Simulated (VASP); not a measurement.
Here is a VASP 6.6.1 calculation.

INCAR

```
SYSTEM = Ge
ALGO     = Normal         ! electronic algorithm
DIPOL    = 0.5 0.5 0.500
EDIFF    = 1E-6           ! SCF threshold, eV
ENCUT    = 520            ! plane-wave cutoff, eV
GGA      = CA             ! functional
IDIPOL   = 3            
ISIF     = 2              ! what is computed and relaxed
ISMEAR   = 0              ! smearing method
LASPH    = .True.         ! aspherical terms in the spheres
LCHARG   = .False.        ! write CHGCAR
LDIPOL   = .True.       
LREAL    = .False.        ! projectors in reciprocal space
LWAVE    = .False.        ! write WAVECAR
NBANDS   = 21             ! bands
NELM     = 100            ! most SCF steps
PREC     = Accurate       ! precision mode
SIGMA    = 0.1            ! smearing width, eV
```

The input KPOINTS:

```
k-points
0
Gamma
  12 12 1
  0 0 0
```

The input POSCAR:

```
Ge
1.0
    3.7040000000      0.0000000000      0.0000000000
   -1.8520000000      3.2077580956      0.0000000000
    0.0000000000      0.0000000000     28.0000000000
Ge
2
Direct
    0.3333333333      0.6666666667      0.5153035714
    0.6666666667      0.3333333333      0.4846964286
```

Potentials or basis: VASP PAW LDA potentials, release 64 (Ge_d).

Command:

```bash
$ cat potpaw_LDA.64/Ge_d/POTCAR > POTCAR
$ mpirun -np 1 vasp_std > vasp.out
```

Predict the largest force.

0.138 eV/Å.

What does it give for the band gap on the k mesh?

Zero (band 14 reaches -2.85 eV, above the bottom of band 15 at -3.52 eV).

Forces on the atoms (eV/Å):
```
Ge   0.000  0.000 -0.138
Ge   0.000  0.000  0.138
```
